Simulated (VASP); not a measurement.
Input of a VASP 6.6.1 run:

INCAR

```
SYSTEM = Mo
  ALGO = Normal
  DIPOL = 0.5 0.5 0.500
  EDIFF = 1E-6
  ENCUT = 520
  GGA = PS
  IDIPOL = 3
  ISIF = 2
  ISMEAR = -1
  LASPH = .True.
  LCHARG = .False.
  LDIPOL = .True.
  LREAL = .False.
  LWAVE = .False.
  NBANDS = 43
  NELM = 80
  PREC = Accurate
  SIGMA = 0.05
```

KPOINTS

```
k-points
0
Gamma
  9 9 1
  0 0 0
```

Contents of POSCAR:

```
Mo
1.0
    4.4255791754      0.0000000000      0.0000000000
   -2.2127895877      3.8326639923      0.0000000000
    0.0000000000      0.0000000000     19.6135000000
Mo
5
Direct
    0.8333333333      0.1666666667      0.4211805151
    0.1666666667      0.8333333333      0.4572114011
    0.5000000000      0.5000000000      0.5000000020
    0.8333333333      0.1666666667      0.5427885947
    0.1666666667      0.8333333333      0.5788194871
```

Potentials or basis: VASP PAW PBE potentials, release 64 (Mo_sv).

Command:

```bash
$ cat potpaw_PBE.64/Mo_sv/POTCAR > POTCAR
$ mpirun -np 1 vasp_std > vasp.out
```

Question: What does it give for the largest force?

Answer: 0.081 eV/Å.

Question: Predict the band gap on the k mesh.

Answer: Zero (band 35 reaches -0.10 eV, above the bottom of band 36 at -0.13 eV).

Forces in eV/Å, atoms in the order of the input:
```
Mo   0.000  0.000 -0.081
Mo   0.000  0.000 -0.074
Mo   0.000  0.000  0.000
Mo   0.000  0.000  0.074
Mo   0.000  0.000  0.081
```

Caveat: the PAW data sets were made with another functional, which shifts forces and pressure a little.
